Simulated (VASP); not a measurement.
# HW16C in VASP: single point with PBE+D3(BJ)

Aim: the single point of HW16C with PBE+D3(BJ).

All numbers are computed with VASP 6.6.1; they aren't measurements. Logs are shortened: lines on timing, memory, paths and dates and some standing lists are left out, and cuts for length are marked.

## 1. The cell of the first run

The cell holds a slab with vacuum, 18 atoms: a = 5.472 Å, b = 5.472 Å, c = 26.802 Å, α = 90.00°, β = 90.00°, γ = 109.47°.

## 2. Single point, PBE+D3(BJ)

Contents of INCAR:

```
SYSTEM = HW16C
PREC = Accurate
ENCUT = 520
EDIFF = 1E-6
ISMEAR = 0
SIGMA = 0.1
LREAL = Auto
LASPH = .TRUE.
NELM = 100
ALGO = Fast
ISIF = 2
LWAVE = .FALSE.
LCHARG = .FALSE.
LDIPOL = .TRUE.
IDIPOL = 3
DIPOL = 0.5 0.5 0.466
GGA = PE
IVDW = 12
NBANDS = 130
```

Contents of KPOINTS:

```
regular mesh
0
G
  6 6 1
  0 0 0
```

Contents of POSCAR:

```
HW16C
1.0
    5.4721979736      0.0000000000      0.0000000000
   -1.8240659912      5.1592377269      0.0000000000
    0.0000000000      0.0000000000     26.8020464035
W C H
16 1 1
Direct
    0.2500000000      0.2500000000      0.3171399628
    0.2500000000      0.7500000000      0.3171399628
    0.7500000000      0.2500000000      0.3171399628
    0.7500000000      0.7500000000      0.3171399628
    0.5000000000      0.5000000000      0.4004923843
    0.5000000000      0.0000000000      0.4004923843
    0.0000000000      0.5000000000      0.4004923843
    0.0000000000      0.0000000000      0.4004923843
    0.7470893516      0.7470893516      0.4833963191
    0.7536851177      0.2463148823      0.4849329184
    0.2463148823      0.7536851177      0.4849329184
    0.2529106484      0.2529106484      0.4833963191
    0.0000000000      0.0000000000      0.5705231211
    0.0000000000      0.5000000000      0.5661830010
    0.5000000000      0.0000000000      0.5661830010
    0.5000000000      0.5000000000      0.5632476198
    0.0000000000      0.0000000000      0.6397437418
    0.0000000000      0.0000000000      0.6805323368
```

Potentials or basis: VASP PAW PBE potentials, release 64 (W_sv, C, H).

On the command line:

```console
$ cat potpaw_PBE.64/W_sv/POTCAR potpaw_PBE.64/C/POTCAR potpaw_PBE.64/H/POTCAR > POTCAR
$ mpirun -np 1 vasp_std > vasp.out
```

OUTCAR:

```text
SYSTEM = HW16C
   PREC = Accurate
   ENCUT = 520
   EDIFF = 1E-6
   ISMEAR = 0
   LREAL = Auto
   LASPH = .TRUE.
   NELM = 100
   ISIF = 2
   GGA = PE
   IVDW = 12
 IVDW          = 12

 ion  position               nearest neighbor table
   1  0.250  0.250  0.317-   3 2.74   3 2.74   2 2.74   2 2.74   5 2.74   8 2.74   4 3.16   4 3.16
                             6 3.16   7 3.16
   2  0.250  0.750  0.317-   4 2.74   4 2.74   1 2.74   1 2.74   6 2.74   7 2.74   3 3.16   3 3.16
                             8 3.16   5 3.16
   3  0.750  0.250  0.317-   1 2.74   1 2.74   4 2.74   4 2.74   6 2.74   7 2.74   2 3.16   2 3.16
                             8 3.16   5 3.16
   4  0.750  0.750  0.317-   2 2.74   2 2.74   3 2.74   3 2.74   5 2.74   8 2.74   1 3.16   1 3.16
                             6 3.16   7 3.16
   5  0.500  0.500  0.400-   9 2.72  12 2.72   7 2.74   7 2.74   6 2.74   6 2.74   1 2.74   4 2.74
                             8 3.16   8 3.16   3 3.16   2 3.16  10 3.20  11 3.20
   6  0.500  0.000  0.400-   8 2.74   8 2.74   5 2.74   5 2.74   2 2.74   3 2.74  10 2.76  11 2.76
                             9 3.15  12 3.15   7 3.16   7 3.16   1 3.16   4 3.16
   7  0.000  0.500  0.400-   5 2.74   5 2.74   8 2.74   8 2.74   2 2.74   3 2.74  10 2.76  11 2.76
                             9 3.15  12 3.15   6 3.16   6 3.16   1 3.16   4 3.16
   8  0.000  0.000  0.400-   6 2.74   6 2.74   7 2.74   7 2.74   1 2.74   4 2.74   9 2.74  12 2.74
                            11 3.16  10 3.16   5 3.16   5 3.16   3 3.16   2 3.16
   9  0.747  0.747  0.483-  16 2.65   5 2.72  11 2.72  10 2.72   8 2.74  11 2.75  10 2.75  13 2.83
                            12 3.12  14 3.15  15 3.15   7 3.15   6 3.15  12 3.20
  10  0.754  0.246  0.485-  15 2.69  14 2.69  12 2.72   9 2.72  12 2.75   9 2.75   6 2.76   7 2.76
                            16 3.09   8 3.16  11 3.16  11 3.16  13 3.18   5 3.20
  11  0.246  0.754  0.485-  15 2.69  14 2.69   9 2.72  12 2.72   9 2.75  12 2.75   6 2.76   7 2.76
                            16 3.09   8 3.16  10 3.16  10 3.16  13 3.18   5 3.20
  12  0.253  0.253  0.483-  16 2.65   5 2.72  10 2.72  11 2.72   8 2.74  10 2.75  11 2.75  13 2.83
                             9 3.12  14 3.15  15 3.15   7 3.15   6 3.15   9 3.20
  13  0.000  0.000  0.571-  17 1.86  15 2.74  15 2.74  14 2.74  14 2.74  12 2.83   9 2.83  16 3.17
                            16 3.17  10 3.18  11 3.18
  14  0.000  0.500  0.566-  10 2.69  11 2.69  16 2.74  16 2.74  13 2.74  13 2.74   9 3.15  12 3.15
                            15 3.16  15 3.16
  15  0.500  0.000  0.566-  10 2.69  11 2.69  16 2.74  16 2.74  13 2.74  13 2.74   9 3.15  12 3.15
                            14 3.16  14 3.16
  16  0.500  0.500  0.563-   9 2.65  12 2.65  14 2.74  14 2.74  15 2.74  15 2.74  11 3.09  10 3.09
                            13 3.17  13 3.17
  17  0.000  0.000  0.640-  18 1.09  13 1.86
  18  0.000  0.000  0.681-  17 1.09

  LATTYP: Found a base centered orthorhombic cell.
 ALAT       =     6.3187499463
 B/A-ratio  =     1.4142135624
 C/A-ratio  =     4.2416691009

  Lattice vectors:

 A1 = (   5.4721979736,   0.0000000000,   0.0000000000)
 A2 = (  -1.8240659912,   5.1592377269,   0.0000000000)
 A3 = (   0.0000000000,   0.0000000000,  26.8020464035)

Analysis of symmetry for initial positions (statically):
=====================================================================
 Subroutine PRICEL returns:
 Original cell was already a primitive cell.

 Routine SETGRP: Setting up the symmetry group for a
 base centered orthorhombic supercell.

 Subroutine GETGRP returns: Found  4 space group operations
 (whereof  4 operations were pure point group operations)
 out of a pool of  8 trial point group operations.

The static configuration has the point symmetry C_2v.

Analysis of symmetry for dynamics (positions and initial velocities):
=====================================================================
 Subroutine PRICEL returns:
 Original cell was already a primitive cell.

 Routine SETGRP: Setting up the symmetry group for a
 base centered orthorhombic supercell.

 Subroutine GETGRP returns: Found  4 space group operations
 (whereof  4 operations were pure point group operations)
 out of a pool of  8 trial point group operations.

The dynamic configuration has the point symmetry C_2v.

 Subroutine INISYM returns: Found  4 space group operations
 (whereof  4 operations are pure point group operations),
 and found     1 'primitive' translations

----------------------------------------------------------------------------------------

                                     Primitive cell

  volume of cell :     756.6853

  direct lattice vectors                    reciprocal lattice vectors
[... 77 lines left out ...]
  0.166667 -0.000000  0.000000      4.000000
  0.333333  0.000000  0.000000      4.000000
  0.500000  0.000000  0.000000      2.000000
  0.166667  0.166667  0.000000      2.000000
  0.333333  0.166667  0.000000      4.000000
  0.500000  0.166667  0.000000      4.000000
 -0.333333  0.166667  0.000000      4.000000
 -0.166667  0.166667  0.000000      2.000000
  0.333333  0.333333  0.000000      2.000000
  0.500000  0.333333  0.000000      4.000000
 -0.333333  0.333333  0.000000      2.000000
  0.500000  0.500000  0.000000      1.000000
   k-points           NKPTS =     13   k-points in BZ     NKDIM =     13   number of bands    NBANDS=    130
   number of dos      NEDOS =    301   number of ions     NIONS =     18
   total plane-waves  NPLWV = 352800
   dimension x,y,z NGX =    42 NGY =   42 NGZ =  200
   dimension x,y,z NGXF=    84 NGYF=   84 NGZF=  400
   ions per type =              16   1   1
   NGX,Y,Z   is equivalent  to a cutoff of  12.76, 12.76, 12.41 a.u.
   NGXF,Y,Z  is equivalent  to a cutoff of  25.52, 25.52, 24.81 a.u.
 SYSTEM =  HW16C
   PREC   = accura    normal or accurate (medium, high low for compatibility)
   ISTART =      0    job   : 0-new  1-cont  2-samecut
   ICHARG =      2    charge: 1-file 2-atom 10-const
   ISPIN  =      1    spin polarized calculation?
   LNONCOLLINEAR =      F non collinear calculations
   LSORBIT =      F    spin-orbit coupling
   LASPH  =      T    aspherical Exc in radial PAW
   ENCUT  =  520.0 eV  38.22 Ry    6.18 a.u.  10.17 10.17 49.83*2*pi/ulx,y,z
   NELM   =    100;   NELMIN=  2; NELMDL= -5     # of ELM steps
   EDIFF  = 0.1E-05   stopping-criterion for ELM
   LREAL  =      T    real-space projection
   EDIFFG = 0.1E-04   stopping-criterion for IOM
   NSW    =      0    number of steps for IOM
   IBRION =     -1    ionic relax: 0-MD 1-quasi-New 2-CG
   NFREE  =      0    steps in history (QN), initial steepest desc. (CG)
   ISIF   =      2    stress and relaxation
   ISYM   =      2    0-nonsym 1-usesym 2-fastsym
   POTIM  = 0.5000    time-step for ionic-motion
   TEBEG  =    0.0;   TEEND  =   0.0 temperature during run
   PSTRESS=    0.0 pullay stress
   NELECT =     229.0000    total number of electrons
   NUPDOWN=      -1.0000    fix difference up-down
   EMIN   =  10.00;   EMAX   =-10.00  energy-range for DOS
   EFERMI =   0.00;   METHOD = LEGACY
   ISMEAR =     0;   SIGMA  =   0.10  broadening in eV -4-tet -1-fermi 0-gaus
   EFERMI_NEDOS =   21; number of points for ismear=-14 and -15
   IALGO  =     68    algorithm
   IMIX   =      4    mixing-type and parameters
     AMIX     =   0.40;   BMIX     =  1.00
     AMIX_MAG =   1.60;   BMIX_MAG =  1.00
  volume/ion in A,a.u.               =      42.04       283.69
  Fermi-wavevector in a.u.,A,eV,Ry     =   1.099128  2.077051 16.436955  1.208082
  Thomas-Fermi vector in A             =   2.235517
   LORBIT       =      0    0 simple, 1 ext, 2 COOP (PROOUT), +10 PAW based schemes
   GGA     = PE    functional components
   LHFCALC =     F    Hartree Fock is set to
   AEXX    =    0.0000 exact exchange contribution
   IVDW    =    12    specifies the selected vdW correction
   LEPSILON=     F    determine dielectric tensor
   LRPA    =     F    only Hartree local field effects (RPA)
 non-spin polarized calculation
 RMM-DIIS sequential band-by-band and
 Gauss-broadening in eV      SIGMA  =   0.10
  energy-cutoff  :      520.00
  volume of cell :      756.69
 maximum number of plane-waves:     20450
 NGX is ok and might be reduce to    42
   NGX = 21   NGY = 21   NGZ = 99

 dipolmoment           0.000000      0.000000      0.723002 electrons x Angstroem

 number of electron     229.0000037 magnetization

 dipolmoment           0.000000      0.000000     -0.122345 electrons x Angstroem

 Free energy of the ion-electron system (eV)
  ---------------------------------------------------
  ext. energy  EPLUGINS =         0.00000000
  ---------------------------------------------------
  free energy    TOTEN  =      -207.50761939 eV

  energy without entropy =     -207.45685902  energy(sigma->0) =     -207.48223921

 E-fermi :   0.9581     XC(G=0):  -5.5578

 val. band max:        0.9559017519   @ k =   0.1667  -0.0000   0.0000
 cond. band min:       0.9804484604   @ k =   0.5000   0.3333   0.0000
 fundamental gap:      0.0245467085
 Fermi energy:         0.9580720595

 k-point     1 :       0.0000    0.0000    0.0000
  band No.  band energies     occupation
      1     -73.1940      2.00000
      2     -73.1164      2.00000
      3     -73.1041      2.00000
      4     -73.0986      2.00000
      5     -73.0796      2.00000
      6     -73.0542      2.00000
[... 1666 lines left out ...]
    125       1.6162      0.00000
    126       1.7446      0.00000
 [bands above 126 left out]

------------------------ aborting loop because EDIFF is reached ----------------------------------------

 vacuum level on the upper side and lower side of the slab       (xc-potential included)        -0.488         0.271

 Edisp (eV)   -8.24381

 E8    (eV) :    -4.3357

  FORCE on cell =-STRESS in cart. coord.  units (eV):
  Direction    XX          YY          ZZ          XY          YZ          ZX
  --------------------------------------------------------------------------------------
  -------------------------------------------------------------------------------------
  Total     -14.47401   -16.61657    -3.43459    -3.03004     0.00000     0.00000
  in kB     -30.64672   -35.18331    -7.27226    -6.41570     0.00000     0.00000
  external pressure =      -24.37 kB  Pullay stress =        0.00 kB

 VOLUME and BASIS-vectors are now :
 -----------------------------------------------------------------------------
  energy-cutoff  :      520.00
  volume of cell :      756.69
      direct lattice vectors                 reciprocal lattice vectors
     5.472197974  0.000000000  0.000000000     0.182741927  0.064609028  0.000000000
    -1.824065991  5.159237727  0.000000000     0.000000000  0.193827083  0.000000000
     0.000000000  0.000000000 26.802046404     0.000000000  0.000000000  0.037310584

 POSITION                                       TOTAL-FORCE (eV/Angst)
 -----------------------------------------------------------------------------------
      0.91203      1.28981      8.50000        -0.059885     -0.084690      0.346901
      0.00000      3.86943      8.50000         0.042057     -0.029739      0.526872
      3.64813      1.28981      8.50000        -0.042057      0.029739      0.526872
      2.73610      3.86943      8.50000         0.059885      0.084690      0.346901
      1.82407      2.57962     10.73402         0.000000      0.000000     -0.257211
      2.73610      0.00000     10.73402         0.000000      0.000000     -0.570112
[... 10 lines left out ...]
      0.00000      0.00000     17.14644         0.000000      0.000000      0.029770
      0.00000      0.00000     18.23966         0.000000      0.000000      0.012321
 -----------------------------------------------------------------------------------
    total drift:                                0.000000      0.000000      0.019192

  FREE ENERGIE OF THE ION-ELECTRON SYSTEM (eV)
  ---------------------------------------------------
  free  energy   TOTEN  =      -215.7514324544 eV

  energy  without entropy=     -215.7006720790  energy(sigma->0) =     -215.72605227

 vacuum level on the upper side and lower side of the slab         5.028         5.803
```

It took 1.8 h on 1 thread of Oxide Virtual Turin-like, shared host; peak memory 1.2 GiB.

Results:

```
Free energy                : -215.7514 eV
Largest force              : 0.570 eV/Å
Band gap on the k mesh     : zero (an odd number of electrons rules out a gap without spin polarisation)
Dispersion energy per atom : -0.458 eV
```

Forces on the atoms (eV/Å):
```
W   -0.060 -0.085  0.347
W    0.042 -0.030  0.527
W   -0.042  0.030  0.527
W    0.060  0.085  0.347
W    0.000  0.000 -0.257
W    0.000  0.000 -0.570
W    0.000  0.000 -0.570
W    0.000  0.000 -0.488
W    0.001  0.002  0.004
W    0.000  0.000 -0.001
W    0.000  0.000 -0.001
W   -0.001 -0.002  0.004
W    0.000  0.000 -0.015
W    0.000  0.000  0.034
W    0.000  0.000  0.034
W    0.000  0.000  0.037
C    0.000  0.000  0.030
H    0.000  0.000  0.012
```

Caveat: spin-orbit coupling is left out, which moves the levels of the heavy elements.

The gap in the log of VASP goes by the Fermi energy; the results here count the filled bands.